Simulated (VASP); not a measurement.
Set up this calculation in VASP 6.6.1, as the native input.

| Property | Result |
| --- | --- |
| Task | single point |
| Functional | PBE |
| Potentials or basis | VASP PAW PBE potentials, release 64 (Ga_d, As) |
| Cutoff | 520 eV |
| k mesh | 4 × 4 × 4 |
| Occupations | methfessel-paxton, width 0.16 eV |
| Spin | no spin polarisation |
| Dipole correction | no |
| Further INCAR settings | ALGO = Normal; EDIFF = 1e-06; NBANDS = 16 |

The structure of GaAs lies in POSCAR:

```
GaAs
1.0
    0.0000000000      2.8750910496      2.8750910496
    2.8750910496      0.0000000000      2.8750910496
    2.8750910496      2.8750910496      0.0000000000
Ga As
1 1
Direct
    0.0000000000      0.0000000000      0.0000000000
    0.2500000000      0.2500000000      0.2500000000
```

The input as run:

INCAR

```
SYSTEM = GaAs
PREC = Accurate ; ENCUT = 520
EDIFF = 1E-6 ; ISMEAR = 1
SIGMA = 0.16 ; LREAL = .FALSE.
LASPH = .TRUE. ; NELM = 60
ALGO = Normal ; ISIF = 2
LWAVE = .FALSE. ; LCHARG = .TRUE.
GGA = PE ; LELF = .TRUE.
LVHAR = .TRUE. ; NBANDS = 16
```

KPOINTS

```
Automatic mesh
0
G
  4 4 4
  0 0 0
```

Potentials or basis: VASP PAW PBE potentials, release 64 (Ga_d, As).

Launch:

```console
$ cat potpaw_PBE.64/Ga_d/POTCAR potpaw_PBE.64/As/POTCAR > POTCAR
$ mpirun -np 1 vasp_std > vasp.out
```

It gave:

```
Pressure               : 0.4 GPa
Band gap on the k mesh : 0.13 eV, direct
```

Caveat: the k points lie up to 0.47 Å⁻¹ apart.

Wall time 13 s on 1 thread of AMD EPYC 7R13 Processor (Zen 3) (shared host), peak memory 0.13 GiB.
